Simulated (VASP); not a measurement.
# KTaO3 (R-3m) in VASP: further runs, part 2 of 2

VASP 6.6.1.

## (3) Electric field gradients, LDA (equal xy, yz and zx shear strains of +2 %)

The input, INCAR:

```
  ALGO = Normal
  EDIFF = 1E-8
  ENCUT = 520
  GGA = CA
  ISIF = 2
  ISMEAR = -1
  LASPH = True
  LCHARG = False
  LEFG = True
  LREAL = False
  LWAVE = False
  NBANDS = 27
  NELM = 60
  PREC = Accurate
  SIGMA = 0.01
```

The input, KPOINTS:

```
k-points
0
Gamma
  5 5 5
```

The input, POSCAR:

```
KTaO3
1.0
    3.9883000000      0.0398830000      0.0398830000
    0.0398830000      3.9883000000      0.0398830000
    0.0398830000      0.0398830000      3.9883000000
K Ta O
1 1 3
Direct
    0.5000000000      0.5000000000      0.5000000000
    0.0000000000      0.0000000000      0.0000000000
    0.5000000000      0.0000000000      0.0000000000
    0.0000000000      0.5000000000      0.0000000000
    0.0000000000      0.0000000000      0.5000000000
```

Potentials or basis: VASP PAW LDA potentials, release 64 (K_sv, Ta_pv, O).

Launch:

```sh
cat potpaw_LDA.64/K_sv/POTCAR potpaw_LDA.64/Ta_pv/POTCAR potpaw_LDA.64/O/POTCAR > POTCAR
mpirun -np 1 vasp_std > vasp.out
```

OUTCAR:

```text
EDIFF = 1E-8
   ENCUT = 520
   GGA = CA
   ISIF = 2
   ISMEAR = -1
   LASPH = True
   LREAL = False
   NELM = 60
   PREC = Accurate

 ion  position               nearest neighbor table
   1  0.500  0.500  0.500-   3 2.79   4 2.79   3 2.79   5 2.79   4 2.79   5 2.79   3 2.85   3 2.85
                             4 2.85   5 2.85   4 2.85   5 2.85   2 3.43   2 3.43   2 3.43   2 3.43
   2  0.000  0.000  0.000-   3 1.99   4 1.99   5 1.99   5 1.99   4 1.99   3 1.99   1 3.43   1 3.43
                             1 3.43   1 3.43   1 3.43   1 3.43   1 3.52   1 3.52
   3  0.500  0.000  0.000-   2 1.99   2 1.99   1 2.79   1 2.79   1 2.85   1 2.85
   4  0.000  0.500  0.000-   2 1.99   2 1.99   1 2.79   1 2.79   1 2.85   1 2.85
   5  0.000  0.000  0.500-   2 1.99   2 1.99   1 2.79   1 2.79   1 2.85   1 2.85

  LATTYP: Found a trigonal (rhomboedric) cell.
 ALAT       =     3.9886988101
 COS(alpha) =     0.0200959808

  Lattice vectors:

 A1 = (   3.9883000000,   0.0398830000,   0.0398830000)
 A2 = (   0.0398830000,   3.9883000000,   0.0398830000)
 A3 = (   0.0398830000,   0.0398830000,   3.9883000000)

Analysis of symmetry for initial positions (statically):
=====================================================================
 Subroutine PRICEL returns:
 Original cell was already a primitive cell.

 Routine SETGRP: Setting up the symmetry group for a
 trigonal (rhombohedral) supercell.

 Subroutine GETGRP returns: Found 12 space group operations
 (whereof 12 operations were pure point group operations)
 out of a pool of 12 trial point group operations.

The static configuration has the point symmetry D_3d.

Analysis of symmetry for dynamics (positions and initial velocities):
=====================================================================
[... 741 lines left out ...]
  Total       -1.7367013     -1.7367013     -1.7367013     -0.7814265     -0.7814265     -0.7814265
  in kB      -43.8734405    -43.8734405    -43.8734405    -19.7407983    -19.7407983    -19.7407983
  external PRESSURE =     -43.8734405 kB  Pullay stress =       0.0000000 kB

 VOLUME and BASIS-vectors are now :
 -----------------------------------------------------------------------------
  energy-cutoff  :      520.00
  volume of cell :       63.42
      direct lattice vectors                 reciprocal lattice vectors
     3.988300000  0.039883000  0.039883000     0.250783055 -0.002483001 -0.002483001
     0.039883000  3.988300000  0.039883000    -0.002483001  0.250783055 -0.002483001
     0.039883000  0.039883000  3.988300000    -0.002483001 -0.002483001  0.250783055

 POSITION                                       TOTAL-FORCE (eV/Angst)
 -----------------------------------------------------------------------------------
      2.03403      2.03403      2.03403        -0.000000      0.000000      0.000000
      0.00000      0.00000      0.00000         0.000000     -0.000000      0.000000
      1.99415      0.01994      0.01994         0.000000     -0.000000     -0.000000
      0.01994      1.99415      0.01994         0.000000     -0.000000      0.000000
      0.01994      0.01994      1.99415        -0.000000      0.000000      0.000000
 -----------------------------------------------------------------------------------
    total drift:                                0.000000     -0.000000      0.000000

  FREE ENERGIE OF THE ION-ELECTRON SYSTEM (eV)
  ---------------------------------------------------
  free  energy   TOTEN  =       -45.0135985518 eV

  energy  without entropy=      -45.0135985518  energy(sigma->0) =      -45.01359855

 Electric field gradients (V/A^2)
---------------------------------------------------------------------
 ion       V_xx      V_yy      V_zz      V_xy      V_xz      V_yz
---------------------------------------------------------------------
   1       0.000     0.000    -0.000     1.914     1.914     1.914
   2       0.000     0.000    -0.000   -23.068   -23.068   -23.068
   3      14.730    -7.365    -7.365     2.558     2.558    -0.903
   4      -7.365    14.730    -7.365     2.558    -0.903     2.558
   5      -7.365    -7.365    14.730    -0.903     2.558     2.558
---------------------------------------------------------------------

 Electric field gradients after diagonalization (V/A^2)
 (convention: |V_zz| > |V_xx| > |V_yy|)
----------------------------------------------------------------------
 ion       V_xx      V_yy      V_zz     asymmetry (V_yy - V_xx)/ V_zz
----------------------------------------------------------------------
   1      -1.914    -1.914     3.829       0.000
   2      23.068    23.068   -46.136       0.000
   3      -8.824    -6.461    15.285       0.155
   4      -8.824    -6.461    15.285       0.155
   5      -8.824    -6.461    15.285       0.155
----------------------------------------------------------------------

           NMR quadrupolar parameters

 Cq : quadrupolar parameter    Cq=e*Q*V_zz/h
 eta: asymmetry parameters     (V_yy - V_xx)/ V_zz
 Q  : nuclear electric quadrupole moment in mb (millibarn)
----------------------------------------------------------------------
 ion       Cq(MHz)       eta       Q (mb)
----------------------------------------------------------------------
   1       0.009       0.000       1.000
   2      -0.112       0.000       1.000
   3       0.037       0.155       1.000
   4       0.037       0.155       1.000
   5       0.037       0.155       1.000
----------------------------------------------------------------------
```

OSZICAR:

```text
N       E                     dE             d eps       ncg     rms          rms(c)
DAV:   1     0.328255679386E+03    0.32826E+03   -0.20862E+04  1026   0.142E+03
DAV:   2    -0.338288798413E+02   -0.36208E+03   -0.34979E+03  1229   0.416E+02
DAV:   3    -0.528433464760E+02   -0.19014E+02   -0.18926E+02  1503   0.910E+01
DAV:   4    -0.533409865760E+02   -0.49764E+00   -0.49678E+00  1633   0.104E+01
DAV:   5    -0.533444599133E+02   -0.34733E-02   -0.34729E-02  1392   0.826E-01    0.339E+01
DAV:   6    -0.454006810929E+02    0.79438E+01   -0.33616E+01  1193   0.390E+01    0.131E+01
DAV:   7    -0.451259262080E+02    0.27475E+00   -0.19787E+00  1353   0.881E+00    0.923E+00
DAV:   8    -0.450339896809E+02    0.91937E-01   -0.41968E-01  1238   0.522E+00    0.262E+00
DAV:   9    -0.450152811576E+02    0.18709E-01   -0.36171E-02  1266   0.152E+00    0.322E-01
DAV:  10    -0.450138514983E+02    0.14297E-02   -0.15368E-02  1367   0.787E-01    0.183E-01
DAV:  11    -0.450136085993E+02    0.24290E-03   -0.21363E-03  1299   0.278E-01    0.465E-02
DAV:  12    -0.450135984376E+02    0.10162E-04   -0.77596E-05  1488   0.665E-02    0.135E-02
DAV:  13    -0.450135986884E+02   -0.25074E-06   -0.37912E-06  1342   0.133E-02    0.465E-03
DAV:  14    -0.450135985503E+02    0.13806E-06   -0.57943E-07  1445   0.502E-03    0.167E-03
DAV:  15    -0.450135985518E+02   -0.15025E-08   -0.24761E-08  1213   0.103E-03
   1 F= -.45013599E+02 E0= -.45013599E+02  d E =-.122375E-15
```

Wall time 79 s (1 thread of Intel Xeon 8259CL, shared host); peak memory 0.17 GiB.

Results:

| Property | Result |
| --- | --- |
| Free energy | -45.0136 eV |
| Pressure | -4.4 GPa |
| Band gap on the k mesh | 2.09 eV (least direct gap 2.55 eV) |
| Largest electric field gradient by atom | K +3.8; Ta -46.1; O +15.3 V/Å² |

Electric field gradients, principal values (V/Å²):
```tsv
atom	least	middle	greatest (by size)
1 K	-1.914	-1.914	3.829
2 Ta	23.068	23.068	-46.136
3 O	-6.461	-8.824	15.285
4 O	-6.461	-8.824	15.285
5 O	-6.461	-8.824	15.285
```

Caveat: the cell differs from its parent crystal (equal xy, yz and zx shear strains of +2 %); the cell stands under tension; without QUAD_EFG the Cq values of the log hold for a quadrupole moment of 1 mb, not for the nuclei; spin-orbit coupling is left out, which moves the levels of the heavy elements; an odd mesh through Γ misses points on the zone boundary, where band edges can lie.
